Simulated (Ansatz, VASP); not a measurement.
## W in VASP and in Ansatz

Contents of INCAR:

```
ALGO = Normal ; EDIFF = 1E-6
EDIFFG = -0.01 ; ENCUT = 600
GGA = RE ; IBRION = 2
ISIF = 3 ; ISMEAR = -1
LASPH = T ; LCHARG = F
LREAL = F ; LWAVE = F
NELM = 80 ; NSW = 80
PREC = Accurate ; SIGMA = 0.1
```

KPOINTS

```
k-points
0
Gamma
  14 14 14
```

File POSCAR:

```
W
1.0
   -1.5823400000      1.5823400000      1.5823400000
    1.5823400000     -1.5823400000      1.5823400000
    1.5823400000      1.5823400000     -1.5823400000
W
1
Direct
    0.0000000000      0.0000000000      0.0000000000
```

Input for Ansatz:

```yaml
crystal:
  lattice:
    - [-1.58234, 1.58234, 1.58234]
    - [1.58234, -1.58234, 1.58234]
    - [1.58234, 1.58234, -1.58234]
  atoms:
    - { symbol: W, position: [0.0, 0.0, 0.0] }
hamiltonian:
  xc: revpbe
  pseudopotentials:
    kind: paw
    azcp:
      W: "pseudopotentials/W.paw.azcp"
basis:
  ecutwfc: 420
  fft_grid_basis: typed
kpoints:
  mp_grid: { grid: [14, 14, 14], shift: [0, 0, 0] }
magnetization:
  spin_polarized: false
scf:
  occupations: { method: fermi_dirac, width: 0.1 }
relax:
  max_steps: 60
  f_tol: 0.01
  cell: {}
```

Alike in both runs: task relaxation of cell and atoms; functional revPBE; k mesh 14 × 14 × 14; occupations fermi-dirac, width 0.1 eV; no spin polarisation.

|  | VASP | Ansatz |
| --- | --- | --- |
| version | VASP 6.6.1 | Ansatz 0.2.0 |
| potentials or method | VASP PAW PBE potentials, release 64 (W_sv), cutoff 600 eV | plane waves (420 eV) with PAW, scalar-relativistic |
| valence electrons in the cell | 14 | 14 |

|  | VASP | Ansatz | Ansatz less VASP |
| --- | --- | --- | --- |
| relaxed volume (Å³/atom) | 16.32 | 16.29 | -0.027 |
| relaxed cell length with the largest relative difference (Å) | 2.768 | 2.766 | -0.0015 |

VASP's potentials were made for PBE, not for revPBE.

Neither program's run includes spin-orbit coupling.
